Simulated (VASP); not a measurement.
Write the native input for VASP 6.6.1 that does the following.

| Property | Result |
| --- | --- |
| Task | single point |
| Functional | r2SCAN |
| Potentials or basis | VASP PAW PBE potentials, release 64 (Al, Cu) |
| Cutoff | 520 eV |
| k mesh | 14 × 14 × 14 |
| Occupations | gaussian, width 0.1 eV |
| Spin | no spin polarisation |
| Dipole correction | no |
| Further INCAR settings | ALGO = Normal; EDIFF = 1e-06; NBANDS = 18 |

Al3Cu:

```xyz
4
Lattice="3.9242 0.0000 0.0000 0.0000 3.9242 0.0000 0.0000 0.0000 3.9242" Properties=species:S:1:pos:R:3 pbc="T T T"
Al    0.0000    1.9621    1.9621
Al    1.9621    0.0000    1.9621
Al    1.9621    1.9621    0.0000
Cu    0.0000    0.0000    0.0000
```

These files were run (other wordings do the same):

POSCAR

```
Al3Cu
1.0
    3.9241510000      0.0000000000      0.0000000000
    0.0000000000      3.9241510000      0.0000000000
    0.0000000000      0.0000000000      3.9241510000
Al Cu
3 1
Direct
    0.0000000000      0.5000000000      0.5000000000
    0.5000000000      0.0000000000      0.5000000000
    0.5000000000      0.5000000000      0.0000000000
    0.0000000000      0.0000000000      0.0000000000
```

INCAR.step1

```
  PREC = Accurate
  ENCUT = 520
  ISMEAR = 0
  SIGMA = 0.1
  LREAL = False
  LASPH = True
  NELM = 80
  NBANDS = 18
  GGA = PE
  ALGO = Normal
  EDIFF = 1E-4
  LWAVE = True
  LCHARG = False
```

INCAR.step2

```
  PREC = Accurate
  ENCUT = 520
  EDIFF = 1E-6
  ISMEAR = 0
  SIGMA = 0.1
  LREAL = False
  LASPH = True
  NELM = 80
  ALGO = Normal
  ISIF = 2
  LWAVE = False
  LCHARG = False
  METAGGA = R2SCAN
  LMIXTAU = True
  NBANDS = 18
  ISTART = 1
```

KPOINTS

```
regular mesh
0
Gamma
  14 14 14
```

Potentials or basis: VASP PAW PBE potentials, release 64 (Al, Cu).

Launch:

```console
$ cat potpaw_PBE.64/Al/POTCAR potpaw_PBE.64/Cu/POTCAR > POTCAR
$ cp INCAR.step1 INCAR
$ mpirun -np 1 vasp_std > vasp.out
$ cp INCAR.step2 INCAR
$ mpirun -np 1 vasp_std > vasp.out
```

Results of the run:

| Quantity | Value |
| --- | --- |
| Pressure | -2.8 GPa |
| Band gap on the k mesh | zero (band 10 reaches 10.17 eV, above the bottom of band 11 at 6.26 eV) |

Caveat: the PAW data sets were made with another functional, which shifts forces and pressure a little.

It took 5.1 min on 1 thread of Intel Xeon 6975P-C, with other jobs on the host, peak memory 0.26 GiB.
